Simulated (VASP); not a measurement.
## LaH: single point with PBE

The system is LaH.

```
La H
1.0
    -1.86568    1.86568    2.62702
     1.86568   -1.86568    2.62702
     1.86568    1.86568   -2.62702
La H
1 1
Direct
  0.50000 0.50000 0.00000
  0.00000 0.00000 0.00000
```

```
Program                : VASP 6.6.1
Task                   : single point
Functional             : PBE
Potentials or basis    : VASP PAW PBE potentials, release 64 (La, H)
Cutoff                 : 500 eV
k mesh                 : 7 × 7 × 7
Occupations            : gaussian, width 0.2 eV
Spin                   : no spin polarisation
Dipole correction      : no
Further INCAR settings : ALGO = Normal; EDIFF = 1e-06; NBANDS = 13
```

* Pressure: 0.0 GPa
* Band gap on the k mesh: zero (band 6 reaches 9.81 eV, above the bottom of band 7 at 8.51 eV)

Stress tensor (GPa, compression positive):
```
-0.13  0.00  0.00
 0.00 -0.13  0.00
 0.00  0.00  0.14
```

Levels at points of the mesh, in eV from the Fermi level:
```tsv
k point	band 3	band 4	band 5	band 6	band 7	band 8	band 9	band 10
(0.00, 0.00, 0.00)	-15.95	-15.95	-6.13	1.21	1.23	1.23	1.27	1.63
```

Wall time 9.8 s on 1 thread of Intel(R) Xeon(R) 6975P-C (Granite Rapids), on a shared host, peak memory 0.18 GiB.

Caveat: spin-orbit coupling is left out, which moves the levels of the heavy elements.
